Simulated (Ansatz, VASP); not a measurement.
**Ir: VASP beside Ansatz**

```
Ir
1.0
     4.27611    0.00000    0.00000
    -2.13806    3.70322    0.00000
     0.00000    0.00000    4.87641
Ir
4
Direct
  0.00000 0.00000 0.25000
  0.00000 0.00000 0.75000
  0.33333 0.66667 0.75000
  0.66667 0.33333 0.25000
```

Alike in both runs: functional PBE; k mesh 6 × 6 × 4; occupations gaussian, width 0.1 eV; no spin polarisation.

Ansatz relaxed the structure, and its values are those at the end. VASP's run is a single point on that final structure, the one shown.

|  | VASP | Ansatz |
| --- | --- | --- |
| version | VASP 6.6.1 | Ansatz 0.2.0 |
| potentials or method | VASP PAW PBE potentials, release 64 (Ir), cutoff 520 eV | scalar-relativistic, plane waves, PAW |
| valence electrons in the cell | 36 | 68 |

|  | VASP | Ansatz | Ansatz less VASP |
| --- | --- | --- | --- |
| gap on the k mesh at the Fermi level (eV) | none | none | - |
| pressure (GPa) | -0.3 | -0.3 | -0.02 |

A gap of «none» marks a metal or a gap that the smearing closes. VASP's potentials hold 36 valence electrons a cell and Ansatz's 68, so a difference there can come from the potentials and not from the codes.

Spin-orbit coupling is off throughout.
